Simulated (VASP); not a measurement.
# Si2Ni (Fm-3m) in VASP: a series of runs, part 2 of 2

VASP 6.6.1. The steps go on from the part before.

**3. Single point, PBEsol, collinear spin, ferromagnetic start**

Contents of INCAR:

```
SYSTEM = Si2Ni
ALGO = Normal
EDIFF = 1E-6
ENCUT = 690
GGA = PS
GGA_COMPAT = .FALSE.
ISIF = 2
ISMEAR = -1
ISPIN = 2
LASPH = .TRUE.
LCHARG = .FALSE.
LMAXMIX = 4
LORBIT = 11
LREAL = .FALSE.
LWAVE = .FALSE.
MAGMOM = 1 0 0
NBANDS = 24
NELM = 200
NUPDOWN = 1.0
PREC = Accurate
SIGMA = 0.05
```

Contents of KPOINTS:

```
k-points
0
G
  7 7 7
  0 0 0
```

Contents of POSCAR:

```
Si2Ni
1.0
    0.0000000000      2.7030000000      2.7030000000
    2.7030000000      0.0000000000      2.7030000000
    2.7030000000      2.7030000000      0.0000000000
Ni Si
1 2
Direct
    0.0000000000      0.0000000000      0.0000000000
    0.7500000000      0.7500000000      0.7500000000
    0.2500000000      0.2500000000      0.2500000000
```

Potentials or basis: VASP PAW PBE potentials, release 64 (Ni_sv_GW, Si).

On the command line:

```console
cat potpaw_PBE.64/Ni_sv_GW/POTCAR potpaw_PBE.64/Si/POTCAR > POTCAR
mpirun -np 1 vasp_std > vasp.out
```

OUTCAR:

```text
SYSTEM = Si2Ni
   EDIFF = 1E-6
   ENCUT = 690
   GGA = PS
   ISIF = 2
   ISMEAR = -1
   ISPIN = 2
   LASPH = .TRUE.
   LORBIT = 11
   LREAL = .FALSE.
   NELM = 200
   NUPDOWN = 1.0
   PREC = Accurate

 ion  position               nearest neighbor table
   1  0.000  0.000  0.000-   2 2.34   2 2.34   3 2.34   3 2.34   2 2.34   2 2.34   3 2.34   3 2.34

   2  0.750  0.750  0.750-   1 2.34   1 2.34   1 2.34   1 2.34   3 2.70   3 2.70   3 2.70   3 2.70
                             3 2.70   3 2.70
   3  0.250  0.250  0.250-   1 2.34   1 2.34   1 2.34   1 2.34   2 2.70   2 2.70   2 2.70   2 2.70
                             2 2.70   2 2.70

  LATTYP: Found a face centered cubic cell.
 ALAT       =     5.4060000000

  Lattice vectors:

 A1 = (   0.0000000000,   2.7030000000,   2.7030000000)
 A2 = (   2.7030000000,   0.0000000000,   2.7030000000)
 A3 = (   2.7030000000,   2.7030000000,   0.0000000000)

Analysis of symmetry for initial positions (statically):
=====================================================================
 Subroutine PRICEL returns:
 Original cell was already a primitive cell.

 Routine SETGRP: Setting up the symmetry group for a
 face centered cubic supercell.

 Subroutine GETGRP returns: Found 48 space group operations
 (whereof 48 operations were pure point group operations)
 out of a pool of 48 trial point group operations.

The static configuration has the point symmetry O_h .

Analysis of symmetry for dynamics (positions and initial velocities):
=====================================================================
 Subroutine PRICEL returns:
 Original cell was already a primitive cell.

 Routine SETGRP: Setting up the symmetry group for a
 face centered cubic supercell.

 Subroutine GETGRP returns: Found 48 space group operations
 (whereof 48 operations were pure point group operations)
 out of a pool of 48 trial point group operations.

The dynamic configuration has the point symmetry O_h .

Analysis of structural, dynamic, and magnetic symmetry:
=====================================================================
 Subroutine PRICEL returns:
 Original cell was already a primitive cell.

 Routine SETGRP: Setting up the symmetry group for a
 face centered cubic supercell.

 Subroutine GETGRP returns: Found 48 space group operations
 (whereof 48 operations were pure point group operations)
 out of a pool of 48 trial point group operations.

The overall configuration has the point symmetry O_h .

 Subroutine INISYM returns: Found 48 space group operations
 (whereof 48 operations are pure point group operations),
 and found     1 'primitive' translations

----------------------------------------------------------------------------------------

                                     Primitive cell

  volume of cell :      39.4974

  direct lattice vectors                    reciprocal lattice vectors
     0.000000000  2.703000000  2.703000000    -0.184979652  0.184979652  0.184979652
     2.703000000  0.000000000  2.703000000     0.184979652 -0.184979652  0.184979652
     2.703000000  2.703000000  0.000000000     0.184979652  0.184979652 -0.184979652

  length of vectors
     3.822619259  3.822619259  3.822619259     0.320394156  0.320394156  0.320394156

  position of ions in fractional coordinates (direct lattice)
     0.000000000  0.000000000  0.000000000
[... 74 lines left out ...]
   NELM   =    200;   NELMIN=  2; NELMDL= -5     # of ELM steps
   EDIFF  = 0.1E-05   stopping-criterion for ELM
   LREAL  =      F    real-space projection
   EDIFFG = 0.1E-04   stopping-criterion for IOM
   NSW    =      0    number of steps for IOM
   IBRION =     -1    ionic relax: 0-MD 1-quasi-New 2-CG
   NFREE  =      0    steps in history (QN), initial steepest desc. (CG)
   ISIF   =      2    stress and relaxation
   ISYM   =      2    0-nonsym 1-usesym 2-fastsym
   POTIM  = 0.5000    time-step for ionic-motion
   TEBEG  =    0.0;   TEEND  =   0.0 temperature during run
   PSTRESS=    0.0 pullay stress
   NELECT =      26.0000    total number of electrons
   NUPDOWN=       1.0000    fix difference up-down
   EMIN   =  10.00;   EMAX   =-10.00  energy-range for DOS
   EFERMI =   0.00;   METHOD = LEGACY
   ISMEAR =    -1;   SIGMA  =   0.05  broadening in eV -4-tet -1-fermi 0-gaus
   EFERMI_NEDOS =   21; number of points for ismear=-14 and -15
   IALGO  =     38    algorithm
   IMIX   =      4    mixing-type and parameters
     AMIX     =   0.40;   BMIX     =  1.00
     AMIX_MAG =   1.60;   BMIX_MAG =  1.00
  volume/ion in A,a.u.               =      13.17        88.85
  Fermi-wavevector in a.u.,A,eV,Ry     =   1.424109  2.691176 27.593792  2.028086
  Thomas-Fermi vector in A             =   2.544635
   LORBIT       =     11    0 simple, 1 ext, 2 COOP (PROOUT), +10 PAW based schemes
   GGA     = PS    functional components
   LHFCALC =     F    Hartree Fock is set to
   AEXX    =    0.0000 exact exchange contribution
   IVDW    =     0    specifies the selected vdW correction
   LEPSILON=     F    determine dielectric tensor
   LRPA    =     F    only Hartree local field effects (RPA)
 spin polarized calculation
  energy-cutoff  :      690.00
  volume of cell :       39.50
 maximum number of plane-waves:      1641
 NGX is ok and might be reduce to    36
   NGX = 17   NGY = 17   NGZ = 17

 number of electron      25.9999993 magnetization       1.0000000

 Free energy of the ion-electron system (eV)
  ---------------------------------------------------
  ext. energy  EPLUGINS =         0.00000000
  ---------------------------------------------------
  free energy    TOTEN  =       -19.40589826 eV

  energy without entropy =      -19.39380873  energy(sigma->0) =      -19.39985350

 E-fermi :   8.6416     XC(G=0): -11.8768

 val. band max:       10.4733601376   @ k =   0.1429   0.0000   0.0000
 cond. band min:       8.6438421399   @ k =   0.4286   0.2857   0.1429
 fundamental gap:     -1.8295179977
 Fermi energy:        10.5744045276

 spin component 1

 k-point     1 :       0.0000    0.0000    0.0000
  band No.  band energies     occupation
      1     -94.6450      1.00000
      2     -55.1845      1.00000
      3     -55.1845      1.00000
      4     -55.1845      1.00000
      5      -4.0818      1.00000
      6       4.5006      1.00000
[... 529 lines left out ...]
     23      23.1667      0.00000
     24      26.2598      0.00000
 Fermi energy:         8.6415995131

 spin component 2

 k-point     1 :       0.0000    0.0000    0.0000
  band No.  band energies     occupation
      1     -94.1502      1.00000
      2     -54.7043      1.00000
      3     -54.7043      1.00000
      4     -54.7043      1.00000
      5      -3.8016      1.00000
      6       4.8813      1.00000
[... 529 lines left out ...]
     23      23.4821      0.00000
     24      26.5529      0.00000

------------------------ aborting loop because EDIFF is reached ----------------------------------------

  FORCE on cell =-STRESS in cart. coord.  units (eV):
  Direction    XX          YY          ZZ          XY          YZ          ZX
  --------------------------------------------------------------------------------------
  -------------------------------------------------------------------------------------
  Total        0.5736689      0.5736689      0.5736689     -0.0000000      0.0000000      0.0000000
  in kB       23.2703959     23.2703959     23.2703959     -0.0000000      0.0000000      0.0000000
  external PRESSURE =      23.2703959 kB  Pullay stress =       0.0000000 kB

 VOLUME and BASIS-vectors are now :
 -----------------------------------------------------------------------------
  energy-cutoff  :      690.00
  volume of cell :       39.50
      direct lattice vectors                 reciprocal lattice vectors
     0.000000000  2.703000000  2.703000000    -0.184979652  0.184979652  0.184979652
     2.703000000  0.000000000  2.703000000     0.184979652 -0.184979652  0.184979652
     2.703000000  2.703000000  0.000000000     0.184979652  0.184979652 -0.184979652

 POSITION                                       TOTAL-FORCE (eV/Angst)
 -----------------------------------------------------------------------------------
      0.00000      0.00000      0.00000        -0.000000      0.000000     -0.000000
      4.05450      4.05450      4.05450        -0.000000     -0.000000     -0.000000
      1.35150      1.35150      1.35150         0.000000      0.000000      0.000000
 -----------------------------------------------------------------------------------
    total drift:                               -0.000000      0.000000      0.000000

  FREE ENERGIE OF THE ION-ELECTRON SYSTEM (eV)
  ---------------------------------------------------
  free  energy   TOTEN  =       -19.4058982596 eV

  energy  without entropy=      -19.3938087330  energy(sigma->0) =      -19.39985350

 total charge

# of ion       s       p       d       f       tot
--------------------------------------------------
    1        2.271   6.467   7.860   0.004  16.602
    2        0.758   0.834   0.000   0.000   1.593
    3        0.758   0.834   0.000   0.000   1.593
--------------------------------------------------
tot          3.788   8.136   7.860   0.004  19.788

 magnetization (x)

# of ion       s       p       d       f       tot
--------------------------------------------------
    1        0.004   0.049   0.379   0.001   0.433
    2        0.064   0.064   0.000   0.000   0.128
    3        0.064   0.064   0.000   0.000   0.128
--------------------------------------------------
tot          0.131   0.177   0.379   0.001   0.689
```

Run time: 1.9 min. Hardware: 1 thread of Intel Xeon Platinum 8375C at 2.90GHz (Ice Lake), shared host; peak memory 0.27 GiB.

What came out:

- Free energy: -19.4059 eV
- Pressure: 2.3 GPa
- Net moment: 1.00 μB per cell
- Site moments: Ni +0.43; Si +0.13 μB
- Valence electrons inside the program's atomic spheres: Ni 16.60; Si 1.59

Caveat: the PAW data sets were made with another functional, which shifts forces and pressure a little; the total moment is fixed, so each spin has its own Fermi level and the state may be an excited one.

**4. Single point, PBE, collinear spin, ferromagnetic start**

Contents of INCAR:

```
SYSTEM = Si2Ni
ALGO = Normal
EDIFF = 1E-6
ENCUT = 690
GGA = PE
GGA_COMPAT = .False.
ISIF = 2
ISMEAR = -1
ISPIN = 2
LASPH = .True.
LCHARG = .False.
LMAXMIX = 4
LORBIT = 11
LREAL = .False.
LWAVE = .False.
MAGMOM = 0.2 0 0
NBANDS = 24
NELM = 200
NUPDOWN = 0.2
PREC = Accurate
SIGMA = 0.05
```

Contents of KPOINTS:

```
k-points
0
Gamma
  7 7 7
  0 0 0
```

POSCAR is that of step 3.

On the command line:

```console
cat potpaw_PBE.64/Ni_sv_GW/POTCAR potpaw_PBE.64/Si/POTCAR > POTCAR
mpirun -np 1 vasp_std > vasp.out
```

Run time: 2.7 min. Hardware: 1 thread of AMD EPYC 7R13 (Zen 3), shared host; peak memory 0.24 GiB.

The run converged. Its results:

| Property | Result |
| --- | --- |
| Free energy | -18.3095 eV |
| Pressure | 8.1 GPa |
| Net moment | 0.20 μB per cell |
| Site moments | Ni +0.12; Si +0.02 μB |
| Valence electrons inside the program's atomic spheres | Ni 16.61; Si 1.58 |

Caveat: the cell stands under pressure; the total moment is fixed, so each spin has its own Fermi level and the state may be an excited one.

**5. Single point, PBE, collinear spin, ferromagnetic start**

Contents of INCAR:

```
SYSTEM = Si2Ni
PREC = Accurate ; ENCUT = 690
EDIFF = 1E-6 ; ISMEAR = -1
SIGMA = 0.05 ; LREAL = .FALSE.
LASPH = .TRUE. ; NELM = 200
ALGO = Normal ; ISIF = 2
LWAVE = .FALSE. ; LCHARG = .FALSE.
ISPIN = 2 ; MAGMOM = 2 0 0
LORBIT = 11 ; NUPDOWN = 2.0
LMAXMIX = 4 ; GGA = PE
NBANDS = 24 ; GGA_COMPAT = .FALSE.
```

Contents of KPOINTS:

```
regular mesh
0
G
  7 7 7
  0 0 0
```

POSCAR is that of step 4.

On the command line:

```console
cat potpaw_PBE.64/Ni_sv_GW/POTCAR potpaw_PBE.64/Si/POTCAR > POTCAR
mpirun -np 1 vasp_std > vasp.out
```

Wall time 3.9 min (1 thread of AMD EPYC 7R43 (Zen 3), shared host); peak memory 0.23 GiB.

The run converged. Its results:

```yaml
Free_energy: -16.4943 eV
Pressure: 23.2 GPa
Net_moment: 2.00 μB per cell
Site_moments: Ni +0.80; Si +0.26 μB
Valence_electrons_inside_the_program's_atomic_spheres: Ni 16.57; Si 1.61
```

Caveat: the cell stands under pressure; the total moment is fixed, so each spin has its own Fermi level and the state may be an excited one.

**6. Single point, PBEsol, collinear spin, ferromagnetic start**

Contents of INCAR:

```
PREC = Accurate
ENCUT = 690
EDIFF = 1E-6
ISMEAR = -1
SIGMA = 0.05
LREAL = F
LASPH = T
NELM = 200
ALGO = Normal
ISIF = 2
LWAVE = F
LCHARG = F
ISPIN = 2
MAGMOM = 0.2 0 0
LORBIT = 11
NUPDOWN = 0.2
LMAXMIX = 4
GGA = PS
NBANDS = 24
GGA_COMPAT = F
```

Contents of KPOINTS:

```
Automatic mesh
0
Gamma
  7 7 7
```

POSCAR is that of step 5.

Potentials or basis: VASP PAW PBE potentials, release 64 (Ni_sv_GW, Si).

On the command line:

```console
cat potpaw_PBE.64/Ni_sv_GW/POTCAR potpaw_PBE.64/Si/POTCAR > POTCAR
mpirun -np 1 vasp_std > vasp.out
```

It took 1.9 min on 1 thread of Intel Xeon 6975P-C (Granite Rapids), shared host; peak memory 0.27 GiB.

Results (log left out):

| Property | Result |
| --- | --- |
| Free energy | -19.9146 eV |
| Pressure | -1.8 GPa |
| Net moment | 0.20 μB per cell |
| Site moments | Ni +0.12; Si +0.03 μB |
| Valence electrons inside the program's atomic spheres | Ni 16.61; Si 1.58 |

Caveat: the PAW data sets were made with another functional, which shifts forces and pressure a little; the total moment is fixed, so each spin has its own Fermi level and the state may be an excited one.

**7. Overview**

```tsv
level	fixed moment (μB)	pressure (GPa)	moment (μB)
PBE	0.5	4.3	0.50
PBEsol	1.0	2.3	1.00
PBE	0.2	8.1	0.20
PBE	2.0	23.2	2.00
PBEsol	0.2	-1.8	0.20
```

Alike in all rows: task single point; potentials or basis VASP PAW PBE potentials, release 64 (Ni_sv_GW, Si); spin collinear, ferromagnetic start; cell as given; k mesh 7 × 7 × 7; cutoff (eV) 690; smearing fermi-dirac 0.05 eV.

The pressure there spans -1.8 GPa (PBEsol) to 23.2 GPa (PBE); a positive pressure means that this level wants a larger cell, a negative one a smaller.

Caveats: the total moment is fixed, so each spin has its own Fermi level and the state may be an excited one; the cell stands under pressure (at least some runs); the PAW data sets were made with another functional, which shifts forces and pressure a little (at least some runs).

Total energies depend on the potentials used, so only differences within one code and one set of settings carry meaning.
